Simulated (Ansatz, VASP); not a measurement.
This is a calculation of CaO for VASP 6.6.1.

File INCAR:

```
  PREC = Accurate
  ENCUT = 520
  EDIFF = 1E-7
  ISMEAR = 0
  SIGMA = 0.05
  LREAL = F
  LASPH = T
  NELM = 80
  ALGO = Normal
  ISIF = 2
  LWAVE = F
  LCHARG = F
  GGA = PE
  NBANDS = 15
```

KPOINTS

```
regular mesh
0
Gamma
  10 10 10
```

File POSCAR:

```
CaO
1.0
    0.0000000000      2.4035556960      2.4035556960
    2.4035556960      0.0000000000      2.4035556960
    2.4035556960      2.4035556960      0.0000000000
Ca O
1 1
Direct
    0.0000000000      0.0000000000      0.0000000000
    0.5000000000      0.5000000000      0.5000000000
```

Potentials or basis: VASP PAW PBE potentials, release 64 (Ca_sv, O).

Run with:

```console
$ cat potpaw_PBE.64/Ca_sv/POTCAR potpaw_PBE.64/O/POTCAR > POTCAR
$ mpirun -np 1 vasp_std > vasp.out
```

Problem. Translate it to Ansatz 0.2.0. Potentials there: all-electron LAPW, scalar-relativistic.

Solution. As run (the cutoff follows the program's own potentials):

The input input.yaml:

```yaml
crystal:
  lattice:
    - [0.0, 2.403555696, 2.403555696]
    - [2.403555696, 0.0, 2.403555696]
    - [2.403555696, 2.403555696, 0.0]
  atoms:
    - { symbol: Ca, position: [0.0, 0.0, 0.0] }
    - { symbol: O, position: [0.5, 0.5, 0.5] }
kpoints:
  mp_grid: { grid: [10, 10, 10] }
scf:
  occupations: { method: gaussian, width: 0.05 }
hamiltonian:
  xc: pbe
  pseudopotentials: { kind: all_electron, lapw: { basis_error: 0.001 } }
output:
  forces: true
  stress: true
  eigenvalues: true
```

Potentials or basis: all-electron LAPW, scalar-relativistic.

Run with:

```sh
$ ansatz run input.yaml --threads 1 --pin off --max-ram 3072MiB --backend cpu --events-out ev --progress --plain --runs-dir out
```

Both were run:

|  | VASP | Ansatz | Ansatz less VASP |
| --- | --- | --- | --- |
| gap on the k mesh at the Fermi level (eV) | 3.64 | 3.65 | +0.016 |
| least direct gap on the mesh (eV) | 4.01 | 4.03 | +0.015 |
| pressure (GPa) | 2.2 | 1.6 | -0.60 |

Ansatz ran all-electron here, and VASP with PAW potentials.
